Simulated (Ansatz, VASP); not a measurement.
# One calculation of TcTe2, two programs

Contents of INCAR:

```
SYSTEM = TcTe2
PREC = Accurate
ENCUT = 520
EDIFF = 1E-6
ISMEAR = 0
SIGMA = 0.05
LREAL = .False.
LASPH = .True.
NELM = 150
ALGO = Normal
ISIF = 2
LWAVE = .False.
LCHARG = .True.
ISPIN = 2
MAGMOM = 3 0 0
LORBIT = 11
LMAXMIX = 4
LDAU = .True.
LDAUTYPE = 2
LDAUL = 2 -1
LDAUU = 4 0
LDAUJ = 0 0
LDAUPRINT = 1
GGA = CA
LELF = .True.
LVHAR = .True.
NBANDS = 24
```

The input KPOINTS:

```
Automatic mesh
0
Gamma
  6 6 3
  0 0 0
```

Contents of POSCAR:

```
TcTe2
1.0
    4.0130040500      0.0000000000      0.0000000000
   -2.0065020300      3.4753634600      0.0000000000
    0.0000000000      0.0000000000      6.4738084300
Tc Te
1 2
Direct
    0.0000000000      0.0000000000      0.0000000000
    0.3333333333      0.6666666667      0.2520000000
    0.6666666667      0.3333333333      0.7480000000
```

Input for Ansatz:

```yaml
crystal:
  lattice:
    - [4.01300405, 0.0, 0.0]
    - [-2.00650203, 3.47536346, 0.0]
    - [0.0, 0.0, 6.47380843]
  atoms:
    - { symbol: Tc, position: [0.0, 0.0, 0.0], spin: 3.0 }
    - { symbol: Te, position: [0.3333333333, 0.6666666667, 0.252] }
    - { symbol: Te, position: [0.6666666667, 0.3333333333, 0.748] }
basis:
  ecutwfc: 600
  ecutrho_ratio: 5
kpoints:
  mp_grid: { grid: [6, 6, 3] }
hamiltonian:
  xc: lda
  hubbard: { sites: [{ site: 0, l: d, u_eff: 4.0 }] }
scf:
  occupations: { method: gaussian, width: 0.05 }
  lower_state_search: "off"
  max_iter: 150
output:
  forces: true
  stress: true
  eigenvalues: true
  populations: true
  hubbard: { sites: [{ site: 0, l: d }] }
magnetization:
  spin_polarized: true
```

Alike in both runs: task single point; functional LDA; k mesh 6 × 6 × 3; occupations gaussian, width 0.05 eV; collinear spin; Hubbard terms Tc d U = 4.0 eV.

|  | VASP | Ansatz |
| --- | --- | --- |
| version | VASP 6.6.1 | Ansatz 0.2.0 |
| potentials or method | VASP PAW LDA potentials, release 64 (Tc_pv, Te), cutoff 520 eV | scalar-relativistic, plane waves, PAW |
| valence electrons in the cell | 25 | 47 |

```tsv
	VASP	Ansatz	Ansatz less VASP
gap on the k mesh at the Fermi level (eV)	none	none	-
pressure (GPa)	-6.0	-4.6	+1.39
traceless stress, the component that is largest in VASP (GPa)	-0.04	-0.91	-0.867
rms of the force components (eV/Å)	0.333	0.266	-0.0670
net moment per atom (μB)	0.98	1.02	+0.039
size of the moment on the site where the two differ most (μB)	2.93	2.85	-0.079
```

LDA's correlation is that of Perdew and Zunger in VASP and of Perdew and Wang (1992) in Ansatz. Site moments also hang on the region over which each program counts them. The programs project onto different local orbitals, so the same U acts differently, and such runs can settle in different states. Atom by atom the forces differ by 0.067 eV/Å (rms over components). A gap of «none» marks a metal or a gap that the smearing closes. VASP's potentials hold 25 valence electrons a cell and Ansatz's 47, so a difference there can come from the potentials and not from the codes. Ansatz's warnings: filled band counts differ across k points.

Spin-orbit coupling is off throughout.
